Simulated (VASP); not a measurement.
Write the native input for VASP 6.6.1 that does the following.

```yaml
Task: single point
Functional: PBE
Potentials_or_basis: VASP PAW PBE potentials, release 64 (Y_sv)
Cutoff: 500 eV
k_mesh: 7 × 7 × 10
Occupations: fermi-dirac, width 0.1 eV
Spin: no spin polarisation
Dipole_correction: no
Further_INCAR_settings: ALGO = Normal; EDIFF = 1e-06; NBANDS = 24
```

The structure of Y lies in POSCAR:

```
Y
1.0
    5.6520751642      0.0000000000      0.0000000000
   -2.8260375821      4.8948406763      0.0000000000
    0.0000000000      0.0000000000      3.5291948878
Y
3
Direct
    0.0000000000      1.0000000000      0.0000000000
    0.3333333333      0.6666666667      0.5000000000
    0.6666666667      0.3333333333      0.5000000000
```

The input as run:

INCAR

```
SYSTEM = Y
PREC     = Accurate       ! precision mode
ENCUT    = 500            ! plane-wave cutoff, eV
EDIFF    = 1E-6           ! SCF threshold, eV
ISMEAR   = -1             ! smearing method
SIGMA    = 0.1            ! smearing width, eV
LREAL    = .False.        ! projectors in reciprocal space
LASPH    = .True.         ! aspherical terms in the spheres
NELM     = 120            ! most SCF steps
ALGO     = Normal         ! electronic algorithm
ISIF     = 2              ! what is computed and relaxed
LWAVE    = .False.        ! write WAVECAR
LCHARG   = .False.        ! write CHGCAR
GGA      = PE             ! functional
NBANDS   = 24             ! bands
GGA_COMPAT= .False.
```

KPOINTS

```
Automatic mesh
0
Gamma
  7 7 10
  0 0 0
```

Potentials or basis: VASP PAW PBE potentials, release 64 (Y_sv).

Run with:

```bash
$ cat potpaw_PBE.64/Y_sv/POTCAR > POTCAR
$ mpirun -np 1 vasp_std > vasp.out
```

Results of the run:

```
Pressure : -0.1 GPa
```

It took 52 s on 1 thread of Intel(R) Xeon(R) 6975P-C (Granite Rapids), with other jobs on the host, peak memory 0.28 GiB.
